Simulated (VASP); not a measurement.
Here is a VASP 6.6.1 calculation.

Contents of INCAR:

```
ALGO = Normal ; EDIFF = 1E-6
ENCUT = 520 ; GGA = PE
ISIF = 2 ; ISMEAR = -1
LASPH = T ; LCHARG = F
LREAL = Auto ; LWAVE = F
NBANDS = 46 ; NELECT = 64.0
NELM = 60 ; PREC = Accurate
SIGMA = 0.02
```

KPOINTS

```
k-points
0
Gamma
  3 3 3
```

File POSCAR:

```
Mg8HO8
1.0
    0.0000000000      3.7580000000      3.7580000000
    3.7580000000      0.0000000000      3.7580000000
    3.7580000000      3.7580000000      0.0000000000
Mg O H
8 8 1
Direct
   -0.0105141032      0.0136144226      0.0031902608
   -0.0437365620      0.0035505588      0.5077280468
   -0.0019691325      0.5047296434      0.0089169771
   -0.0104953433      0.4989320117      0.5178319585
    0.4923923630     -0.0041526078      0.0151669771
    0.5280838212      0.0036503459      0.5078360830
    0.4841040447      0.5046732304      0.0088557743
    0.4923681480      0.5109554284      0.5001076370
    0.2404968068      0.2295577435      0.2851716338
    0.2486995742      0.2547019691      0.7589462480
    0.2340753060      0.7541708356      0.2584151144
    0.2404771155      0.7809784460      0.7337857903
    0.7410383183      0.2686263970      0.2450218201
    0.7335097126      0.2546318520      0.7588787919
    0.7490605375      0.7542340341      0.2584759180
    0.7410645290      0.7408077435      0.7727973656
    0.2326052422      0.0132124800      0.5172281799
```

Potentials or basis: VASP PAW PBE potentials, release 64 (Mg, O, H).

Run with:

```console
$ cat potpaw_PBE.64/Mg/POTCAR potpaw_PBE.64/O/POTCAR potpaw_PBE.64/H/POTCAR > POTCAR
$ mpirun -np 1 vasp_std > vasp.out
```

(1) Predict the largest force.

## Answers

(1) 0.058 eV/Å.

Caveat: the k points lie up to 0.48 Å⁻¹ apart; the cell carries a net charge on a neutralising background, which shifts energy and pressure.
